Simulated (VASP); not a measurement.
A run of VASP 6.6.1 is set up as follows.

Contents of POSCAR:

```
Si
1.0
   -3.8319083606      0.0000000000      0.0000000000
   -1.9159541803     -3.3185299852      0.0000000000
    0.0000000000      0.0000000000     14.6836398318
Si
8
Direct
    0.3333333333      0.3333333333      0.5671200043
    0.3333333333      0.3333333333      0.1352230095
    0.6666666667      0.6666666667      0.7830685017
    0.6666666667      0.6666666667      0.3511715069
    0.3333333333      0.3333333333      0.7285709801
    0.3333333333      0.3333333333      0.2966739853
    0.6666666667      0.6666666667      0.0807254879
    0.6666666667      0.6666666667      0.5126224827
```

Contents of INCAR.step1:

```
PREC = Accurate
ENCUT = 520
ISMEAR = 0
SIGMA = 0.05
LREAL = F
LASPH = T
NELM = 80
NBANDS = 26
GGA = PE
ALGO = Normal
EDIFF = 1E-4
LWAVE = T
LCHARG = F
```

INCAR.step2

```
PREC = Accurate
ENCUT = 520
EDIFF = 1E-6
ISMEAR = 0
SIGMA = 0.05
LREAL = F
LASPH = T
NELM = 80
ALGO = Normal
ISIF = 2
LWAVE = F
LCHARG = T
METAGGA = R2SCAN
LMIXTAU = T
LELF = T
LVHAR = T
NBANDS = 26
ISTART = 1
```

The input KPOINTS:

```
regular mesh
0
Gamma
  8 8 2
```

Potentials or basis: VASP PAW PBE potentials, release 64 (Si).

Launch:

```console
$ cat potpaw_PBE.64/Si/POTCAR > POTCAR
$ cp INCAR.step1 INCAR
$ mpirun -np 1 vasp_std > vasp.out
$ cp INCAR.step2 INCAR
$ mpirun -np 1 vasp_std > vasp.out
```

Task: Predict the pressure.

Result: -1.2 GPa.

Task: Estimate the band gap on the k mesh.

Result: Zero (band 16 reaches 4.41 eV, above the bottom of band 17 at 4.09 eV).

Task: Estimate the largest force.

Result: 0.735 eV/Å.

Forces on the atoms (eV/Å):
```
Si   0.000  0.000 -0.179
Si   0.000  0.000 -0.735
Si   0.000  0.000  0.064
Si   0.000  0.000 -0.054
Si   0.000  0.000  0.735
Si   0.000  0.000  0.179
Si   0.000  0.000 -0.064
Si   0.000  0.000  0.054
```

Caveat: the PAW data sets were made with another functional, which shifts forces and pressure a little.
